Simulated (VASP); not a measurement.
# SiC4 (P6_3/mmc) in VASP: notebook

SiC4 is run at these levels: PBE; tasks: single point, relaxation of cell and atoms.

Program: VASP 6.6.1. These are calculated values, not measurements. Logs are shortened: lines on timing, memory, paths and dates and some standing lists are left out, and cuts for length are marked.

### Step 1. The cell of the first run

Symmetry: P6_3/mmc, No. 194, hexagonal system. The conventional cell has a = 2.470 Å, b = 2.470 Å, c = 26.716 Å, α = 90.00°, β = 90.00°, γ = 120.00°. Within 3.3 Å of Si (site symmetry -6m2) lie 6 Si at 2.47 Å. Within 1.9 Å of C (site symmetry 3m) lie 3 C at 1.43 Å. C (site symmetry 3m) has 3 C at 1.43 Å within 1.9 Å.

### Step 2. Single point, PBE

File INCAR:

```
PREC = Accurate ; ENCUT = 520
EDIFF = 1E-6 ; ISMEAR = 0
SIGMA = 0.1 ; LREAL = F
LASPH = T ; NELM = 60
ALGO = Normal ; ISIF = 2
LWAVE = F ; LCHARG = F
GGA = PE ; NBANDS = 31
```

File KPOINTS:

```
regular mesh
0
Gamma
  18 18 2
```

File POSCAR:

```
SiC4
1.0
    2.4699090035      0.0000000000      0.0000000000
   -1.2349545017      2.1390039421      0.0000000000
    0.0000000000      0.0000000000     26.7163133855
Si C
2 8
Direct
    0.3333333333      0.6666666667      0.7500000000
    0.6666666667      0.3333333333      0.2500000000
    0.3333333333      0.6666666667      0.9176311866
    0.3333333333      0.6666666667      0.0823670911
    0.3333333333      0.6666666667      0.4176329089
    0.3333333333      0.6666666667      0.5823688134
    0.6666666667      0.3333333333      0.5823670911
    0.6666666667      0.3333333333      0.9176329089
    0.6666666667      0.3333333333      0.0823688134
    0.6666666667      0.3333333333      0.4176311866
```

Potentials or basis: VASP PAW PBE potentials, release 64 (Si, C).

On the command line:

```console
> cat potpaw_PBE.64/Si/POTCAR potpaw_PBE.64/C/POTCAR > POTCAR
> mpirun -np 1 vasp_std > vasp.out
```

OUTCAR:

```text
PREC = Accurate
   ENCUT = 520
   EDIFF = 1E-6
   ISMEAR = 0
   LREAL = F
   LASPH = T
   NELM = 60
   ISIF = 2
   GGA = PE

 ion  position               nearest neighbor table
   1  0.333  0.667  0.750-
   2  0.667  0.333  0.250-
   3  0.333  0.667  0.918-   8 1.43   8 1.43   8 1.43
   4  0.333  0.667  0.082-   9 1.43   9 1.43   9 1.43
   5  0.333  0.667  0.418-  10 1.43  10 1.43  10 1.43
   6  0.333  0.667  0.582-   7 1.43   7 1.43   7 1.43
   7  0.667  0.333  0.582-   6 1.43   6 1.43   6 1.43
   8  0.667  0.333  0.918-   3 1.43   3 1.43   3 1.43
   9  0.667  0.333  0.082-   4 1.43   4 1.43   4 1.43
  10  0.667  0.333  0.418-   5 1.43   5 1.43   5 1.43

  LATTYP: Found a hexagonal cell.
 ALAT       =     2.4699090035
 C/A-ratio  =    10.8167197041

  Lattice vectors:

 A1 = (   2.4699090035,   0.0000000000,   0.0000000000)
 A2 = (  -1.2349545017,   2.1390039421,   0.0000000000)
 A3 = (   0.0000000000,   0.0000000000,  26.7163133855)

Analysis of symmetry for initial positions (statically):
=====================================================================
 Subroutine PRICEL returns:
 Original cell was already a primitive cell.

 Routine SETGRP: Setting up the symmetry group for a
 hexagonal supercell.

 Subroutine GETGRP returns: Found 24 space group operations
 (whereof 12 operations were pure point group operations)
 out of a pool of 24 trial point group operations.

The static configuration has the point symmetry D_3d.
 The point group associated with its full space group is D_6h.

Analysis of symmetry for dynamics (positions and initial velocities):
=====================================================================
 Subroutine PRICEL returns:
 Original cell was already a primitive cell.

 Routine SETGRP: Setting up the symmetry group for a
 hexagonal supercell.

 Subroutine GETGRP returns: Found 24 space group operations
 (whereof 12 operations were pure point group operations)
 out of a pool of 24 trial point group operations.

The dynamic configuration has the point symmetry D_3d.
 The point group associated with its full space group is D_6h.

 Subroutine INISYM returns: Found 24 space group operations
 (whereof 12 operations are pure point group operations),
 and found     1 'primitive' translations

[... 111 lines left out ...]
   LREAL  =      F    real-space projection
   EDIFFG = 0.1E-04   stopping-criterion for IOM
   NSW    =      0    number of steps for IOM
   IBRION =     -1    ionic relax: 0-MD 1-quasi-New 2-CG
   NFREE  =      0    steps in history (QN), initial steepest desc. (CG)
   ISIF   =      2    stress and relaxation
   ISYM   =      2    0-nonsym 1-usesym 2-fastsym
   POTIM  = 0.5000    time-step for ionic-motion
   TEBEG  =    0.0;   TEEND  =   0.0 temperature during run
   PSTRESS=    0.0 pullay stress
   NELECT =      40.0000    total number of electrons
   NUPDOWN=      -1.0000    fix difference up-down
   EMIN   =  10.00;   EMAX   =-10.00  energy-range for DOS
   EFERMI =   0.00;   METHOD = LEGACY
   ISMEAR =     0;   SIGMA  =   0.10  broadening in eV -4-tet -1-fermi 0-gaus
   EFERMI_NEDOS =   21; number of points for ismear=-14 and -15
   IALGO  =     38    algorithm
   IMIX   =      4    mixing-type and parameters
     AMIX     =   0.40;   BMIX     =  1.00
     AMIX_MAG =   1.60;   BMIX_MAG =  1.00
  volume/ion in A,a.u.               =      14.11        95.25
  Fermi-wavevector in a.u.,A,eV,Ry     =   1.075322  2.032064 15.732649  1.156317
  Thomas-Fermi vector in A             =   2.211175
   LORBIT       =      0    0 simple, 1 ext, 2 COOP (PROOUT), +10 PAW based schemes
   GGA     = PE    functional components
   LHFCALC =     F    Hartree Fock is set to
   AEXX    =    0.0000 exact exchange contribution
   IVDW    =     0    specifies the selected vdW correction
   LEPSILON=     F    determine dielectric tensor
   LRPA    =     F    only Hartree local field effects (RPA)
 non-spin polarized calculation
 Gauss-broadening in eV      SIGMA  =   0.10
  energy-cutoff  :      520.00
  volume of cell :      141.15
 maximum number of plane-waves:      3854
   NGX =  9   NGY =  9   NGZ = 99

 number of electron      39.9999988 magnetization

 Free energy of the ion-electron system (eV)
  ---------------------------------------------------
  ext. energy  EPLUGINS =         0.00000000
  ---------------------------------------------------
  free energy    TOTEN  =       -82.73555550 eV

  energy without entropy =      -82.72822513  energy(sigma->0) =      -82.73189031

 E-fermi :   3.0972     XC(G=0):  -8.4834

 val. band max:        3.0796520531   @ k =   0.3333   0.3333   0.0000
 cond. band min:       3.1302909524   @ k =   0.3333   0.0556   0.0000
 fundamental gap:      0.0506388993
 Fermi energy:         3.0972120748

 k-point     1 :       0.0000    0.0000    0.0000
  band No.  band energies     occupation
      1     -16.3628      2.00000
      2     -16.3628      2.00000
      3     -16.3497      2.00000
      4     -16.3496      2.00000
      5      -9.6534      2.00000
      6      -9.6534      2.00000
[... 805 lines left out ...]
     30       9.1206      0.00000
     31      11.7045      0.00000

 [... further k-points ...]
[... 5 lines left out ...]
  --------------------------------------------------------------------------------------
  -------------------------------------------------------------------------------------
  Total        0.2766995      0.2766995     -0.0113204      0.0000000      0.0000000     -0.0000000
  in kB        3.1408692      3.1408692     -0.1284999      0.0000000      0.0000000     -0.0000000
  external PRESSURE =       2.0510795 kB  Pullay stress =       0.0000000 kB

 VOLUME and BASIS-vectors are now :
 -----------------------------------------------------------------------------
  energy-cutoff  :      520.00
  volume of cell :      141.15
      direct lattice vectors                 reciprocal lattice vectors
     2.469909004  0.000000000  0.000000000     0.404873215  0.233753660  0.000000000
    -1.234954502  2.139003942  0.000000000     0.000000000  0.467507320  0.000000000
     0.000000000  0.000000000 26.716313386     0.000000000  0.000000000  0.037430314

 POSITION                                       TOTAL-FORCE (eV/Angst)
 -----------------------------------------------------------------------------------
     -0.00000      1.42600     20.03724        -0.000000      0.000000     -0.000000
      1.23495      0.71300      6.67908        -0.000000      0.000000     -0.000000
     -0.00000      1.42600     24.51572         0.000000      0.000000     -0.000061
     -0.00000      1.42600      2.20055         0.000000     -0.000000      0.000097
     -0.00000      1.42600     11.15761         0.000000     -0.000000     -0.000097
     -0.00000      1.42600     15.55875         0.000000     -0.000000      0.000061
      1.23495      0.71300     15.55870        -0.000000      0.000000      0.000097
      1.23495      0.71300     24.51577        -0.000000     -0.000000     -0.000097
      1.23495      0.71300      2.20059        -0.000000      0.000000      0.000061
      1.23495      0.71300     11.15757        -0.000000      0.000000     -0.000061
 -----------------------------------------------------------------------------------
    total drift:                               -0.000000      0.000000     -0.000000

  FREE ENERGIE OF THE ION-ELECTRON SYSTEM (eV)
  ---------------------------------------------------
  free  energy   TOTEN  =       -82.7355555029 eV

  energy  without entropy=      -82.7282251263  energy(sigma->0) =      -82.73189031
```

OSZICAR:

```text
N       E                     dE             d eps       ncg     rms          rms(c)
DAV:   1     0.175858754793E+03    0.17586E+03   -0.18231E+04  4588   0.112E+03
DAV:   2    -0.708740527140E+02   -0.24673E+03   -0.23505E+03  6065   0.234E+02
DAV:   3    -0.880554733923E+02   -0.17181E+02   -0.16981E+02  5542   0.621E+01
DAV:   4    -0.883592359685E+02   -0.30376E+00   -0.30331E+00  6173   0.956E+00
DAV:   5    -0.883674328572E+02   -0.81969E-02   -0.81948E-02  6245   0.148E+00    0.135E+01
DAV:   6    -0.839404928168E+02    0.44269E+01   -0.44788E+00  5568   0.843E+00    0.777E+00
DAV:   7    -0.827343717150E+02    0.12061E+01   -0.30416E+00  5369   0.706E+00    0.250E+00
DAV:   8    -0.827321064373E+02    0.22653E-02   -0.20591E-01  5837   0.190E+00    0.758E-01
DAV:   9    -0.827349182019E+02   -0.28118E-02   -0.25520E-02  5588   0.729E-01    0.168E-01
DAV:  10    -0.827355338068E+02   -0.61560E-03   -0.28190E-03  5574   0.233E-01    0.760E-02
DAV:  11    -0.827354914328E+02    0.42374E-04   -0.39434E-04  5598   0.972E-02    0.244E-02
DAV:  12    -0.827355604864E+02   -0.69054E-04   -0.11954E-04  5726   0.564E-02    0.106E-02
DAV:  13    -0.827355553339E+02    0.51525E-05   -0.86831E-06  5867   0.145E-02    0.270E-03
DAV:  14    -0.827355555029E+02   -0.16901E-06   -0.15660E-06  4792   0.683E-03
   1 F= -.82735556E+02 E0= -.82731890E+02  d E =-.733038E-02
```

stdout:

```text
POSCAR found type information on POSCAR SiC
 POSCAR found :  2 types and      10 ions
 scaLAPACK will be used
 LDA part: xc-table for (Slater+PW92), standard interpolation
 POSCAR, INCAR and KPOINTS ok, starting setup
 FFT: planning ... GRIDC
 FFT: planning ... GRID_SOFT
 FFT: planning ... GRID
 WAVECAR not read
 entering main loop
```

Run time: 4.5 min. Hardware: 1 thread of AMD EPYC 9R14 (Zen 4), shared host; peak memory 0.35 GiB.

What came out:

```
Free energy            : -82.7356 eV
Pressure               : 0.2 GPa
Band gap on the k mesh : zero (band 20 reaches 3.59 eV, above the bottom of band 21 at 2.63 eV)
```

Stress tensor (GPa, compression positive):
```
 0.31  0.00  0.00
 0.00  0.31  0.00
 0.00  0.00 -0.01
```

### Step 3. Single point, PBE

File INCAR:

```
SYSTEM = SiC4
ALGO = Normal ; EDIFF = 1E-7
ENCUT = 520 ; GGA = PE
ISIF = 2 ; ISMEAR = 0
LASPH = .TRUE. ; LCHARG = .FALSE.
LREAL = .FALSE. ; LWAVE = .FALSE.
NBANDS = 31 ; NELM = 80
PREC = Accurate ; SIGMA = 0.1
```

File KPOINTS:

```
k-points
0
G
  18 18 2
  0 0 0
```

POSCAR is that of step 2.

Potentials or basis: VASP PAW PBE potentials, release 64 (Si, C).

On the command line:

```console
> cat potpaw_PBE.64/Si/POTCAR potpaw_PBE.64/C/POTCAR > POTCAR
> mpirun -np 1 vasp_std > vasp.out
```

It took 4.3 min on 1 thread of AMD EPYC 9R14 (Zen 4), shared host; peak memory 0.35 GiB.

Results (log left out):

```
Free energy            : -82.7356 eV
Pressure               : 0.2 GPa
Band gap on the k mesh : zero (band 20 reaches 3.59 eV, above the bottom of band 21 at 2.63 eV)
```

Stress tensor (GPa, compression positive):
```
 0.31  0.00  0.00
 0.00  0.31  0.00
 0.00  0.00 -0.01
```

Levels at points of the mesh, in eV from the Fermi level:
```tsv
k point	band 18	band 19	band 20	band 21	band 22	band 23
(0.00, 0.00, 0.00)	-3.02	-3.02	-3.02	2.56	2.84	3.74
(0.50, 0.00, 0.00)	-2.37	-2.26	-2.26	1.60	1.61	1.78
(0.00, 0.00, 0.50)	-3.02	-3.02	-3.02	2.67	2.67	4.12
(0.50, 0.00, 0.50)	-2.38	-2.26	-2.26	1.61	1.61	1.79
```

[end of part 1 of 2]
